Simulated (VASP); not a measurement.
# WS2 (P4/mmm) in VASP: a series of runs, part 2 of 2

VASP 6.6.1. The steps go on from the part before.

**4. Single point, PBE**

This run uses another cell than the first one, of 20.91 Å³/atom, 1.199 times its volume.

The input, INCAR:

```
PREC = Accurate ; ENCUT = 520
EDIFF = 1E-7 ; ISMEAR = -1
SIGMA = 0.05 ; LREAL = False
LASPH = True ; NELM = 80
ALGO = Normal ; ISIF = 2
LWAVE = False ; LCHARG = False
GGA = PE ; NBANDS = 20
```

The input, KPOINTS:

```
Automatic mesh
0
Gamma
  8 8 2
```

The input, POSCAR:

```
WS2
1.0
    2.5982883011      0.0000000000      0.0000000000
    0.0000000000      2.5982883011      0.0000000000
    0.0000000000      0.0000000000      9.2898310035
W S
1 2
Direct
    0.5000000000      0.5000000000      0.5000000000
    0.5000000000      0.5000000000      0.7631711913
    0.5000000000      0.5000000000      0.2368288087
```

Potentials or basis: VASP PAW PBE potentials, release 64 (W_sv, S).

Command:

```
> cat potpaw_PBE.64/W_sv/POTCAR potpaw_PBE.64/S/POTCAR > POTCAR
> mpirun -np 1 vasp_std > vasp.out
```

OUTCAR:

```text
PREC = Accurate
   ENCUT = 520
   EDIFF = 1E-7
   ISMEAR = -1
   LREAL = False
   LASPH = True
   NELM = 80
   ISIF = 2
   GGA = PE

 ion  position               nearest neighbor table
   1  0.500  0.500  0.500-   2 2.44   3 2.44
   2  0.500  0.500  0.763-   1 2.44
   3  0.500  0.500  0.237-   1 2.44

  LATTYP: Found a simple tetragonal cell.
 ALAT       =     2.5982883011
 C/A-ratio  =     3.5753657512

  Lattice vectors:

 A1 = (   2.5982883011,   0.0000000000,   0.0000000000)
 A2 = (   0.0000000000,   2.5982883011,   0.0000000000)
 A3 = (   0.0000000000,   0.0000000000,   9.2898310035)

Analysis of symmetry for initial positions (statically):
=====================================================================
 Subroutine PRICEL returns:
 Original cell was already a primitive cell.

 Routine SETGRP: Setting up the symmetry group for a
 simple tetragonal supercell.

 Subroutine GETGRP returns: Found 16 space group operations
 (whereof 16 operations were pure point group operations)
 out of a pool of 16 trial point group operations.

The static configuration has the point symmetry D_4h.

Analysis of symmetry for dynamics (positions and initial velocities):
=====================================================================
 Subroutine PRICEL returns:
 Original cell was already a primitive cell.

 Routine SETGRP: Setting up the symmetry group for a
 simple tetragonal supercell.

 Subroutine GETGRP returns: Found 16 space group operations
 (whereof 16 operations were pure point group operations)
 out of a pool of 16 trial point group operations.

The dynamic configuration has the point symmetry D_4h.

 Subroutine INISYM returns: Found 16 space group operations
 (whereof 16 operations are pure point group operations),
 and found     1 'primitive' translations

----------------------------------------------------------------------------------------

                                     Primitive cell

  volume of cell :      62.7166

  direct lattice vectors                    reciprocal lattice vectors
     2.598288301  0.000000000  0.000000000     0.384868761  0.000000000  0.000000000
     0.000000000  2.598288301  0.000000000     0.000000000  0.384868761  0.000000000
     0.000000000  0.000000000  9.289831003     0.000000000  0.000000000  0.107644585

  length of vectors
     2.598288301  2.598288301  9.289831003     0.384868761  0.384868761  0.107644585

  position of ions in fractional coordinates (direct lattice)
     0.500000000  0.500000000  0.500000000
     0.500000000  0.500000000  0.763171191
     0.500000000  0.500000000  0.236828809

  ion indices of the primitive-cell ions
   primitive index   ion index
                 1           1
                 2           2
                 3           3

----------------------------------------------------------------------------------------

 KPOINTS: Automatic mesh

Automatic generation of k-mesh.
 Grid dimensions read from file:
 generate k-points for:    8    8    2

 Generating k-lattice:

  Cartesian coordinates                     Fractional coordinates (reciprocal lattice)
     0.048108595  0.000000000  0.000000000     0.125000000  0.000000000  0.000000000
     0.000000000  0.048108595  0.000000000     0.000000000  0.125000000  0.000000000
     0.000000000  0.000000000  0.053822292     0.000000000  0.000000000  0.500000000

  Length of vectors
     0.048108595  0.048108595  0.053822292

  Shift w.r.t. Gamma in fractional coordinates (k-lattice)
     0.000000000  0.000000000  0.000000000

 Subroutine IBZKPT returns following result:
 ===========================================

 Found     30 irreducible k-points:

 Following reciprocal coordinates:
            Coordinates               Weight
  0.000000  0.000000  0.000000      1.000000
  0.125000  0.000000  0.000000      4.000000
  0.250000  0.000000  0.000000      4.000000
  0.375000  0.000000  0.000000      4.000000
  0.500000  0.000000  0.000000      2.000000
  0.125000  0.125000  0.000000      4.000000
[... 16 lines left out ...]
  0.375000  0.125000  0.500000      8.000000
  0.500000  0.125000  0.500000      4.000000
 [... further k-points ...]
   k-points           NKPTS =     30   k-points in BZ     NKDIM =     30   number of bands    NBANDS=     20
   number of dos      NEDOS =    301   number of ions     NIONS =      3
   total plane-waves  NPLWV =  28000
   dimension x,y,z NGX =    20 NGY =   20 NGZ =   70
   dimension x,y,z NGXF=    40 NGYF=   40 NGZF=  140
   ions per type =               1   2
   NGX,Y,Z   is equivalent  to a cutoff of  12.80, 12.80, 12.53 a.u.
   NGXF,Y,Z  is equivalent  to a cutoff of  25.59, 25.59, 25.05 a.u.
 SYSTEM =  unknown system
   PREC   = accura    normal or accurate (medium, high low for compatibility)
   ISTART =      0    job   : 0-new  1-cont  2-samecut
   ICHARG =      2    charge: 1-file 2-atom 10-const
   ISPIN  =      1    spin polarized calculation?
   LNONCOLLINEAR =      F non collinear calculations
   LSORBIT =      F    spin-orbit coupling
   LASPH  =      T    aspherical Exc in radial PAW
   ENCUT  =  520.0 eV  38.22 Ry    6.18 a.u.   4.83  4.83 17.27*2*pi/ulx,y,z
   NELM   =     80;   NELMIN=  2; NELMDL= -5     # of ELM steps
   EDIFF  = 0.1E-06   stopping-criterion for ELM
   LREAL  =      F    real-space projection
   EDIFFG = 0.1E-05   stopping-criterion for IOM
   NSW    =      0    number of steps for IOM
   IBRION =     -1    ionic relax: 0-MD 1-quasi-New 2-CG
   NFREE  =      0    steps in history (QN), initial steepest desc. (CG)
   ISIF   =      2    stress and relaxation
   ISYM   =      2    0-nonsym 1-usesym 2-fastsym
   POTIM  = 0.5000    time-step for ionic-motion
   TEBEG  =    0.0;   TEEND  =   0.0 temperature during run
   PSTRESS=    0.0 pullay stress
   NELECT =      26.0000    total number of electrons
   NUPDOWN=      -1.0000    fix difference up-down
   EMIN   =  10.00;   EMAX   =-10.00  energy-range for DOS
   EFERMI =   0.00;   METHOD = LEGACY
   ISMEAR =    -1;   SIGMA  =   0.05  broadening in eV -4-tet -1-fermi 0-gaus
   EFERMI_NEDOS =   21; number of points for ismear=-14 and -15
   IALGO  =     38    algorithm
   IMIX   =      4    mixing-type and parameters
     AMIX     =   0.40;   BMIX     =  1.00
     AMIX_MAG =   1.60;   BMIX_MAG =  1.00
  volume/ion in A,a.u.               =      20.91       141.08
  Fermi-wavevector in a.u.,A,eV,Ry     =   1.220689  2.306768 20.273799  1.490082
  Thomas-Fermi vector in A             =   2.355898
   LORBIT       =      0    0 simple, 1 ext, 2 COOP (PROOUT), +10 PAW based schemes
   GGA     = PE    functional components
   LHFCALC =     F    Hartree Fock is set to
   AEXX    =    0.0000 exact exchange contribution
   IVDW    =     0    specifies the selected vdW correction
   LEPSILON=     F    determine dielectric tensor
   LRPA    =     F    only Hartree local field effects (RPA)
 non-spin polarized calculation
  energy-cutoff  :      520.00
  volume of cell :       62.72
 maximum number of plane-waves:      1720
 NGX is ok and might be reduce to    20
   NGX =  9   NGY =  9   NGZ = 35

 number of electron      26.0000005 magnetization

 Free energy of the ion-electron system (eV)
  ---------------------------------------------------
  ext. energy  EPLUGINS =         0.00000000
  ---------------------------------------------------
  free energy    TOTEN  =       -19.55086151 eV

  energy without entropy =      -19.53349538  energy(sigma->0) =      -19.54217844

 E-fermi :   5.6242     XC(G=0):  -9.9518

 val. band max:        5.6185943699   @ k =   0.5000   0.3750   0.5000
 cond. band min:       5.6607436199   @ k =   0.2500   0.1250   0.5000
 fundamental gap:      0.0421492500
 Fermi energy:         5.6242353404

 k-point     1 :       0.0000    0.0000    0.0000
  band No.  band energies     occupation
      1     -68.3254      2.00000
      2     -32.7407      2.00000
      3     -31.8083      2.00000
      4     -31.8083      2.00000
      5     -10.1582      2.00000
      6      -9.8518      2.00000
[... 12 lines left out ...]
     19      11.7387      0.00000
     20      13.4393      0.00000

 k-point     2 :       0.1250    0.0000    0.0000
  band No.  band energies     occupation
      1     -68.3091      2.00000
      2     -32.7167      2.00000
      3     -32.0296      2.00000
      4     -31.7897      2.00000
      5      -9.8890      2.00000
      6      -9.5880      2.00000
[... 498 lines left out ...]
 k-point    24 :       0.5000    0.1250    0.5000
  band No.  band energies     occupation
      1     -68.1970      2.00000
      2     -33.1872      2.00000
      3     -32.5516      2.00000
      4     -31.8907      2.00000
      5      -7.2057      2.00000
      6      -6.9111      2.00000
[... 12 lines left out ...]
     19      12.3768      0.00000
     20      14.2580      0.00000

 [... further k-points ...]
[... 5 lines left out ...]
  --------------------------------------------------------------------------------------
  -------------------------------------------------------------------------------------
  Total        0.0564486      0.0564486     -0.0088869      0.0000000      0.0000000      0.0000000
  in kB        1.4420528      1.4420528     -0.2270262      0.0000000      0.0000000      0.0000000
  external PRESSURE =       0.8856931 kB  Pullay stress =       0.0000000 kB

 VOLUME and BASIS-vectors are now :
 -----------------------------------------------------------------------------
  energy-cutoff  :      520.00
  volume of cell :       62.72
      direct lattice vectors                 reciprocal lattice vectors
     2.598288301  0.000000000  0.000000000     0.384868761  0.000000000  0.000000000
     0.000000000  2.598288301  0.000000000     0.000000000  0.384868761  0.000000000
     0.000000000  0.000000000  9.289831003     0.000000000  0.000000000  0.107644585

 POSITION                                       TOTAL-FORCE (eV/Angst)
 -----------------------------------------------------------------------------------
      1.29914      1.29914      4.64492         0.000000      0.000000      0.000000
      1.29914      1.29914      7.08973         0.000000      0.000000      0.003993
      1.29914      1.29914      2.20010         0.000000      0.000000     -0.003993
 -----------------------------------------------------------------------------------
    total drift:                                0.000000      0.000000      0.000000

  FREE ENERGIE OF THE ION-ELECTRON SYSTEM (eV)
  ---------------------------------------------------
  free  energy   TOTEN  =       -19.5508615110 eV

  energy  without entropy=      -19.5334953752  energy(sigma->0) =      -19.54217844
```

Wall time 33 s (1 thread of AMD EPYC 7R13 (Zen 3), shared host); peak memory 0.16 GiB.

Results:

| Item | Value |
| --- | --- |
| Free energy | -19.5509 eV |
| Pressure | 0.1 GPa |
| Largest force | 0.004 eV/Å |
| Band gap on the k mesh | zero (band 13 reaches 7.74 eV, above the bottom of band 14 at 4.33 eV) |

Forces in eV/Å, atoms in the order of the input:
```
W    0.000  0.000  0.000
S    0.000  0.000  0.004
S    0.000  0.000 -0.004
```

Caveat: spin-orbit coupling is left out, which moves the levels of the heavy elements; this functional lacks dispersion, which binds the layers, so the pressure and a relaxed spacing across them are unreliable.

**5. Single point, PBE**

This run uses another cell than the first one, of 20.68 Å³/atom, 1.186 times its volume.

The input, INCAR:

```
PREC     = Accurate       # precision mode
ENCUT    = 520            # plane-wave cutoff, eV
EDIFF    = 1E-6           # SCF threshold, eV
ISMEAR   = -1             # smearing method
SIGMA    = 0.03           # smearing width, eV
LREAL    = F              # projectors in reciprocal space
LASPH    = T              # aspherical terms in the spheres
NELM     = 60             # most SCF steps
ALGO     = Normal         # electronic algorithm
ISIF     = 2              # what is computed and relaxed
LWAVE    = F              # write WAVECAR
LCHARG   = T              # write CHGCAR
GGA      = PE             # functional
LELF     = T              # ELF
LVHAR    = T            
NBANDS   = 20             # bands
```

The input, KPOINTS:

```
Automatic mesh
0
Gamma
  6 6 2
```

The input, POSCAR:

```
WS2
1.0
    2.5917300000      0.0000000000      0.0000000000
    0.0000000000      2.5917300000      0.0000000000
    0.0000000000      0.0000000000      9.2341700000
W S
1 2
Direct
    0.5000000000      0.5000000000      0.5000000000
    0.5000000000      0.5000000000      0.7656600000
    0.5000000000      0.5000000000      0.2343400000
```

Potentials or basis: VASP PAW PBE potentials, release 64 (W_sv, S).

Command:

```
> cat potpaw_PBE.64/W_sv/POTCAR potpaw_PBE.64/S/POTCAR > POTCAR
> mpirun -np 1 vasp_std > vasp.out
```

OUTCAR:

```text
PREC = Accurate
   ENCUT = 520
   EDIFF = 1E-6
   ISMEAR = -1
   LREAL = F
   LASPH = T
   NELM = 60
   ISIF = 2
   GGA = PE

 ion  position               nearest neighbor table
   1  0.500  0.500  0.500-   2 2.45   3 2.45
   2  0.500  0.500  0.766-   1 2.45
   3  0.500  0.500  0.234-   1 2.45

  LATTYP: Found a simple tetragonal cell.
 ALAT       =     2.5917300000
 C/A-ratio  =     3.5629367257

[... 643 lines left out ...]

------------------------ aborting loop because EDIFF is reached ----------------------------------------

  FORCE on cell =-STRESS in cart. coord.  units (eV):
  Direction    XX          YY          ZZ          XY          YZ          ZX
  --------------------------------------------------------------------------------------
  -------------------------------------------------------------------------------------
  Total        0.4139651      0.4139651     -1.5524377      0.0000000     -0.0000000     -0.0000000
  in kB       10.6929363     10.6929363    -40.1002784      0.0000000     -0.0000000     -0.0000000
  external PRESSURE =      -6.2381353 kB  Pullay stress =       0.0000000 kB

 VOLUME and BASIS-vectors are now :
 -----------------------------------------------------------------------------
  energy-cutoff  :      520.00
  volume of cell :       62.03
      direct lattice vectors                 reciprocal lattice vectors
     2.591730000  0.000000000  0.000000000     0.385842661  0.000000000  0.000000000
     0.000000000  2.591730000  0.000000000     0.000000000  0.385842661  0.000000000
     0.000000000  0.000000000  9.234170000     0.000000000  0.000000000  0.108293436

 POSITION                                       TOTAL-FORCE (eV/Angst)
 -----------------------------------------------------------------------------------
      1.29587      1.29587      4.61709        -0.000000     -0.000000      0.000000
      1.29587      1.29587      7.07023         0.000000      0.000000     -0.316853
      1.29587      1.29587      2.16394        -0.000000      0.000000      0.316853
 -----------------------------------------------------------------------------------
    total drift:                                0.000000      0.000000      0.000000

  FREE ENERGIE OF THE ION-ELECTRON SYSTEM (eV)
  ---------------------------------------------------
  free  energy   TOTEN  =       -19.4561215803 eV

  energy  without entropy=      -19.4462546377  energy(sigma->0) =      -19.45118811
```

stdout:

```text
POSCAR found type information on POSCAR W S
 POSCAR found :  2 types and       3 ions
 scaLAPACK will be used
 LDA part: xc-table for (Slater+PW92), standard interpolation
 POSCAR, INCAR and KPOINTS ok, starting setup
 FFT: planning ... GRIDC
 FFT: planning ... GRID_SOFT
 FFT: planning ... GRID
 WAVECAR not read
 entering main loop
```

It used 31 s of CPU time on 1 thread of AMD EPYC 7R13 Processor (Zen 3) (shared host).

What came out:

| Property | Result |
| --- | --- |
| Free energy | -19.4561 eV |
| Pressure | -0.6 GPa |
| Largest force | 0.317 eV/Å |
| Band gap on the k mesh | zero (band 13 reaches 7.95 eV, above the bottom of band 14 at 4.30 eV) |

Forces in eV/Å, atoms in the order of the input:
```
W    0.000  0.000  0.000
S    0.000  0.000 -0.317
S    0.000  0.000  0.317
```

Stress tensor (GPa, compression positive):
```
 1.07  0.00  0.00
 0.00  1.07  0.00
 0.00  0.00 -4.01
```

Caveat: the k points lie up to 0.40 Å⁻¹ apart; spin-orbit coupling is left out, which moves the levels of the heavy elements; this functional lacks dispersion, which binds the layers, so the pressure and a relaxed spacing across them are unreliable.

**6. The runs side by side**

```csv
level,potentials or basis,cell,k mesh,smearing,gap on the mesh (eV),pressure (GPa),largest force (eV/Å)
LDA,"VASP PAW LDA potentials, release 64 (W_sv, S)","a = 2.539, b = 2.539, c = 8.113 Å, 3 atoms",8 × 8 × 2,fermi-dirac 0.05 eV,none,0.5,0.04
PBEsol,"VASP PAW PBE potentials, release 64 (W_sv, S)","a = 2.560, b = 2.560, c = 8.365 Å, 3 atoms",8 × 8 × 2,fermi-dirac 0.05 eV,none,0.3,0.02
PBE,"VASP PAW PBE potentials, release 64 (W_sv, S)","a = 2.598, b = 2.598, c = 9.290 Å, 3 atoms",8 × 8 × 2,fermi-dirac 0.05 eV,none,0.1,-
PBE,"VASP PAW PBE potentials, release 64 (W_sv, S)","a = 2.592, b = 2.592, c = 9.234 Å, 3 atoms",6 × 6 × 2,fermi-dirac 0.03 eV,none,-0.6,0.32
```

Alike in all rows: task single point; no spin polarisation; cutoff (eV) 520.

Caveats: some runs use coarse meshes; spin-orbit coupling is left out, which moves the levels of the heavy elements; this functional lacks dispersion, which binds the layers, so the pressure and a relaxed spacing across them are unreliable (some runs); the PAW data sets were made with another functional, which shifts forces and pressure a little (some runs).

Absolute energies hang on the potentials; compare differences alone.
